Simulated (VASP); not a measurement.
**WC: single point with PBEsol**

Crystal: WC.

```
W C
1.0
     0.00000    2.08305    2.08305
     2.08305    0.00000    2.08305
     2.08305    2.08305    0.00000
W C
1 1
Direct
  0.00000 0.00000 0.00000
  0.50000 0.50000 0.50000
```

This cell differs from its parent crystal: strain -0.050 along x and y, -0.050 along z.

```json
{"Program": "VASP 6.6.1", "Task": "single point", "Functional": "PBEsol", "Potentials or basis": "VASP PAW PBE potentials, release 64 (W_sv, C)", "Cutoff": "520 eV", "k mesh": "18 × 18 × 18", "Occupations": "gaussian, width 0.15 eV", "Spin": "no spin polarisation", "Dipole correction": "no", "Further INCAR settings": "ALGO = Normal; EDIFF = 1e-07; NBANDS = 16"}
```

The pressure is 66.5 GPa and the band gap on the k mesh is zero (bands 9 and 10 overlap by 4.00 eV).

Levels at points of the mesh, in eV from the Fermi level:
```tsv
k point	band 7	band 8	band 9	band 10	band 11	band 12
(0.00, 0.00, 0.00)	-3.37	-3.37	-1.32	-1.32	-1.32	-1.10
(0.50, 0.00, 0.00)	-7.74	-7.74	1.43	1.43	3.05	5.14
(0.50, 0.50, 0.00)	-5.85	-2.69	-2.69	1.19	3.00	3.00
```

Wall time 86 s on 1 thread of AMD EPYC 7R43 64-Core Processor (Zen 3) (shared host), peak memory 0.16 GiB.

Caveat: the cell differs from its parent crystal (strain -0.050 along x and y, -0.050 along z); the cell stands under pressure; the PAW data sets were made with another functional, which shifts forces and pressure a little; spin-orbit coupling is left out, which moves the levels of the heavy elements.
